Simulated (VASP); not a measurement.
A run of VASP 6.6.1:

The input INCAR:

```
SYSTEM = BN
PREC = Accurate
ENCUT = 520
EDIFF = 1E-7
ISMEAR = 0
SIGMA = 0.05
LREAL = .FALSE.
LASPH = .TRUE.
NELM = 80
ALGO = Normal
ISIF = 2
LWAVE = .FALSE.
LCHARG = .FALSE.
GGA = PE
IVDW = 12
NBANDS = 16
```

Contents of KPOINTS:

```
regular mesh
0
G
  12 12 4
  0 0 0
```

The input POSCAR:

```
BN
1.0
    2.4539118702      0.0000000000      0.0000000000
   -1.2269559351      2.1685204268      0.0000000000
    0.0000000000      0.0000000000      6.6612000000
B N
2 2
Direct
    0.3333333333      0.6666666667      0.2500000000
    0.6666666667      0.3333333333      0.7500000000
    0.3333333333      0.6666666667      0.7500000000
    0.6666666667      0.3333333333      0.2500000000
```

Potentials or basis: VASP PAW PBE potentials, release 64 (B, N).

Command:

```console
$ cat potpaw_PBE.64/B/POTCAR potpaw_PBE.64/N/POTCAR > POTCAR
$ mpirun -np 1 vasp_std > vasp.out
```

Hardware: 1 thread of Intel(R) Xeon(R) Platinum 8488C (Sapphire Rapids), with other jobs on the host.

**Question.** Estimate the wall time of this run.

**Answer.** Wall time 40 s on 1 thread of Intel(R) Xeon(R) Platinum 8488C (Sapphire Rapids), with other jobs on the host, peak memory 0.19 GiB. Counts: scf iterations 15, k points 129.
